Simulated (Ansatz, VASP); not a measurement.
# CsSnBr3: VASP beside Ansatz

File INCAR:

```
SYSTEM = CsSnBr3
PREC = Accurate
ENCUT = 500
EDIFF = 1E-6
ISMEAR = 0
SIGMA = 0.02
LREAL = .FALSE.
LASPH = .TRUE.
NELM = 120
ALGO = Normal
ISIF = 2
LWAVE = .FALSE.
LCHARG = .FALSE.
GGA = PE
NBANDS = 30
GGA_COMPAT = .FALSE.
```

KPOINTS

```
regular mesh
0
G
  6 6 6
  0 0 0
```

The input POSCAR:

```
CsSnBr3
1.0
    5.7848000000      0.0000000000      0.0000000000
    0.0000000000      5.7848000000      0.0000000000
    0.0000000000      0.0000000000      5.7848000000
Cs Sn Br
1 1 3
Direct
    0.0000000000      0.0000000000      0.0000000000
    0.5000000000      0.5000000000      0.5000000000
    0.5000000000      0.0000000000      0.5000000000
    0.5000000000      0.5000000000      0.0000000000
    0.0000000000      0.5000000000      0.5000000000
```

Input for Ansatz:

```yaml
crystal:
  lattice:
    - [5.7848, 0.0, 0.0]
    - [0.0, 5.7848, 0.0]
    - [0.0, 0.0, 5.7848]
  atoms:
    - { symbol: Cs, position: [0.0, 0.0, 0.0] }
    - { symbol: Sn, position: [0.5, 0.5, 0.5] }
    - { symbol: Br, position: [0.5, 0.0, 0.5] }
    - { symbol: Br, position: [0.5, 0.5, 0.0] }
    - { symbol: Br, position: [0.0, 0.5, 0.5] }
basis:
  ecutwfc: 420
kpoints:
  mp_grid: { grid: [6, 6, 6] }
hamiltonian:
  xc: pbe
scf:
  occupations: { method: gaussian, width: 0.02 }
output:
  forces: true
  stress: true
  eigenvalues: true
  write_density: true
  write_potential: true
  elf: true
  volumetric_format: npy
```

Alike in both runs: task single point; functional PBE; k mesh 6 × 6 × 6; occupations gaussian, width 0.02 eV; no spin polarisation.

|  | VASP | Ansatz |
| --- | --- | --- |
| version | VASP 6.6.1 | Ansatz 0.2.0 |
| potentials or method | VASP PAW PBE potentials, release 64 (Cs_sv, Sn_d, Br), cutoff 500 eV | scalar-relativistic, plane waves, PAW |
| valence electrons in the cell | 44 | 44 |

```csv
,VASP,Ansatz,Ansatz less VASP
gap on the k mesh at the Fermi level (eV),0.35,0.35,0.000
least direct gap on the mesh (eV),0.35,0.35,0.000
pressure (GPa),1.3,1.3,+0.01
```

Neither program's run includes spin-orbit coupling.
